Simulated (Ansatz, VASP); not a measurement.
# One calculation of SnO2, two programs

File INCAR:

```
PREC = Accurate ; ENCUT = 520
EDIFF = 1E-6 ; ISMEAR = -1
SIGMA = 0.08 ; LREAL = False
LASPH = True ; NELM = 80
ALGO = Normal ; ISIF = 2
LWAVE = False ; LCHARG = False
GGA = PE ; NBANDS = 20
```

KPOINTS

```
regular mesh
0
Gamma
  12 12 12
```

The input POSCAR:

```
SnO2
1.0
    0.0000000000      2.1928028906      2.1928028906
    2.1928028906      0.0000000000      2.1928028906
    2.1928028906      2.1928028906      0.0000000000
Sn O
1 2
Direct
    0.0000000000      0.0000000000      0.0000000000
    0.2500000000      0.2500000000      0.2500000000
    0.7500000000      0.7500000000      0.7500000000
```

Input for Ansatz:

```yaml
crystal:
  lattice:
    - [0.0, 2.1928028906, 2.1928028906]
    - [2.1928028906, 0.0, 2.1928028906]
    - [2.1928028906, 2.1928028906, 0.0]
  atoms:
    - { symbol: Sn, position: [0.0, 0.0, 0.0] }
    - { symbol: O, position: [0.25, 0.25, 0.25] }
    - { symbol: O, position: [0.75, 0.75, 0.75] }
kpoints:
  mp_grid: { grid: [12, 12, 12] }
  band_path:
    path:
      - [0.0, 0.0, 0.0]
      - [0.5, 0.0, 0.5]
      - [0.625, 0.25, 0.625]
      - [0.375, 0.375, 0.75]
      - [0.0, 0.0, 0.0]
      - [0.5, 0.5, 0.5]
      - [0.5, 0.25, 0.75]
      - [0.5, 0.0, 0.5]
    npoints: 8
scf:
  occupations: { method: fermi_dirac, width: 0.08 }
hamiltonian:
  xc: pbe
  pseudopotentials: { kind: paw }
output:
  forces: true
  stress: true
  eigenvalues: true
  populations: true
  dos: { projected: true, de: 0.2, e_range: [-14, 8] }
  write_density: true
  write_potential: true
  elf: true
  volumetric_format: npy
```

Change from the starting cell: volume scaled by 0.62, PAW files.

Alike in both runs: task single point; functional PBE; k mesh 12 × 12 × 12; occupations fermi-dirac, width 0.08 eV; no spin polarisation.

```csv
,VASP,Ansatz
version,VASP 6.6.1,Ansatz 0.2.0
potentials or method,"VASP PAW PBE potentials, release 64 (Sn_d, O)","PAW with Ansatz's default frozen-core files, scalar-relativistic"
plane-wave cutoff (eV),520,420
valence electrons in the cell,26,26
```

Ansatz gave:

```
gap on the k mesh at the Fermi level (eV) : 4.96
pressure (GPa)                            : 273.1
```

Estimate VASP's values.

gap on the k mesh at the Fermi level (eV): 4.94; pressure (GPa): 275.9.

Both programs put the cell under a high pressure, so it lies far from rest at this level. With one functional, cell and mesh, what is left measures potentials, basis and numerics.

Noted on VASP's run: the cell as given lies far from equilibrium.
